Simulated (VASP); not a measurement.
W:

```
W
1.0
    -1.60317    1.60317    1.60317
     1.60317   -1.60317    1.60317
     1.60317    1.60317   -1.60317
W
1
Direct
  0.00000 0.00000 0.00000
```

Base run:

| Item | Value |
| --- | --- |
| Program | VASP 6.6.1 |
| Functional | PBE |
| Dispersion | D4 |
| Potentials or basis | VASP PAW PBE potentials, release 64 (W_sv) |
| Cutoff | 520 eV |
| k mesh | 12 × 12 × 12 |
| Occupations | fermi-dirac, width 0.05 eV |
| Spin | no spin polarisation |

Its results: band gap on the k mesh zero (band 7 reaches 15.77 eV, above the bottom of band 8 at 9.72 eV); pressure -11.9 GPa.

Task: After a change of settings the same cell gave: band gap on the k mesh zero (band 7 reaches 15.77 eV, above the bottom of band 8 at 9.72 eV); pressure -5.5 GPa. Which change was it?
A. functional from PBE to SVWN5; dispersion from D4 to none
B. functional from PBE to BLYP
C. functional from PBE to r2SCAN; dispersion from D4 to rVV10
D. dispersion from D4 to none

Result: D.

Dispersion adds attraction, which lowers the pressure at fixed volume and, as a term added to the energy, leaves the levels alone.

Caveats: spin-orbit coupling is left out, which moves the levels of the heavy elements; pairwise dispersion overbinds metals, which lowers pressure and volume (some runs).
